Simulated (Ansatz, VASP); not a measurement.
**Ag: VASP beside Ansatz**

File POSCAR:

```
Ag
1.0
    3.2685352936      0.0000000000      0.0000000000
    0.0000000000      3.2685352936      0.0000000000
    0.1470840882      0.0000000000      3.2685352936
Ag
2
Direct
    0.0000000000      0.0000000000      0.0000000000
    0.5000000000      0.5000000000      0.5000000000
```

Contents of INCAR.step1:

```
SYSTEM = Ag
  PREC = Accurate
  ENCUT = 520
  ISMEAR = 0
  SIGMA = 0.1
  LREAL = .FALSE.
  LASPH = .TRUE.
  NELM = 80
  NBANDS = 18
  GGA = PE
  ALGO = Normal
  EDIFF = 1E-4
  LWAVE = .TRUE.
  LCHARG = .FALSE.
```

File INCAR.step2:

```
SYSTEM = Ag
  PREC = Accurate
  ENCUT = 520
  EDIFF = 1E-6
  ISMEAR = 0
  SIGMA = 0.1
  LREAL = .FALSE.
  LASPH = .TRUE.
  NELM = 80
  ALGO = Normal
  ISIF = 2
  LWAVE = .FALSE.
  LCHARG = .FALSE.
  METAGGA = R2SCAN
  LMIXTAU = .TRUE.
  NBANDS = 18
  ISTART = 1
```

The input KPOINTS:

```
regular mesh
0
G
  16 16 16
  0 0 0
```

Input for Ansatz:

```yaml
crystal:
  lattice:
    - [3.2685352936, 0.0, 0.0]
    - [0.0, 3.2685352936, 0.0]
    - [0.1470840882, 0.0, 3.2685352936]
  atoms:
    - { symbol: Ag, position: [0.0, 0.0, 0.0] }
    - { symbol: Ag, position: [0.5, 0.5, 0.5] }
basis:
  ecutwfc: 500
kpoints:
  mp_grid: { grid: [16, 16, 16] }
hamiltonian:
  xc: r2scan
scf:
  occupations: { method: gaussian, width: 0.1 }
output:
  forces: true
  stress: true
  eigenvalues: true
```

Change from the starting cell: shear of c along a, cell held, atoms relaxed: +4.5 %.

Alike in both runs: task single point; functional r2SCAN; k mesh 16 × 16 × 16; occupations gaussian, width 0.1 eV; no spin polarisation.

|  | VASP | Ansatz |
| --- | --- | --- |
| version | VASP 6.6.1 | Ansatz 0.2.0 |
| potentials or method | VASP PAW PBE potentials, release 64 (Ag), cutoff 520 eV | scalar-relativistic, plane waves, PAW |
| valence electrons in the cell | 22 | 38 |

Ansatz gave:

| Property | Result |
| --- | --- |
| gap on the k mesh at the Fermi level (eV) | none |
| pressure (GPa) | -0.1 |
| traceless stress, the component that is largest in VASP (GPa) | -2.55 |

Q: Estimate VASP's values.

A: gap on the k mesh at the Fermi level (eV): none; pressure (GPa): 0.1; traceless stress, the component that is largest in VASP (GPa): -2.59.

VASP's potentials were made for PBE, not for r2SCAN. A gap of «none» marks a metal or a gap that the smearing closes. VASP's potentials hold 22 valence electrons a cell and Ansatz's 38, so a difference there can come from the potentials and not from the codes.
